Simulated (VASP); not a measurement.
LiF (Griceite): single point with revPBE+D3(BJ)

LiF (Griceite):

```
CELL_PARAMETERS angstrom
2.91844 0.00000 0.00000
1.45431 2.43330 0.00000
1.43529 0.77960 2.29647
ATOMIC_POSITIONS crystal
Li 0.99287 0.99890 0.99672
F 0.48972 0.50657 0.49559
```

| Item | Value |
| --- | --- |
| Program | VASP 6.6.1 |
| Task | single point |
| Functional | revPBE |
| Dispersion | D3(BJ) |
| Potentials or basis | VASP PAW PBE potentials, release 64 (Li_sv, F) |
| Cutoff | 520 eV |
| k mesh | 6 × 6 × 6 |
| Occupations | gaussian, width 0.01 eV |
| Spin | no spin polarisation |

```json
{
 "Largest force": "0.038 eV/Å",
 "Band gap on the k mesh": "9.20 eV, direct",
 "Dispersion energy per atom": "-0.353 eV"
}
```

Forces on the atoms (eV/Å):
```
Li  -0.001  0.038  0.005
F    0.001 -0.038 -0.005
```

Levels at points of the mesh, in eV from the valence-band top:
```tsv
k point	band 1	band 2	band 3	band 4	band 5	band 6	band 7	band 8	band 9	band 10
(0.00, 0.00, 0.00)	-41.25	-20.16	-0.18	-0.13	0.00	9.20	23.77	23.94	24.23	24.64
(0.50, 0.00, 0.00)	-41.19	-19.77	-2.61	-0.28	-0.26	11.01	16.64	19.22	19.55	30.61
(0.00, 0.50, 0.00)	-41.19	-19.71	-2.58	-0.43	-0.30	10.86	17.01	18.55	19.39	30.39
(0.50, 0.50, 0.00)	-41.18	-19.49	-3.08	-1.13	-0.96	14.71	16.77	17.57	20.46	20.88
(0.00, 0.00, 0.50)	-41.19	-19.70	-2.58	-0.43	-0.32	10.85	17.06	18.52	19.30	30.39
(0.50, 0.00, 0.50)	-41.18	-19.48	-3.07	-1.17	-0.97	14.83	16.68	17.58	20.33	20.83
(0.00, 0.50, 0.50)	-41.17	-19.45	-3.05	-1.28	-1.01	15.31	16.30	17.69	19.91	20.51
(0.50, 0.50, 0.50)	-41.19	-19.75	-2.60	-0.31	-0.29	10.97	16.76	19.14	19.36	30.52
```

Run time: 16 s on 1 thread of Intel Xeon 6975P-C, on a shared host, peak memory 0.15 GiB.

Caveat: the k points lie up to 0.46 Å⁻¹ apart; the PAW data sets were made with another functional, which shifts forces and pressure a little. revPBE gaps usually lie below the measured ones, often by a third to a half.
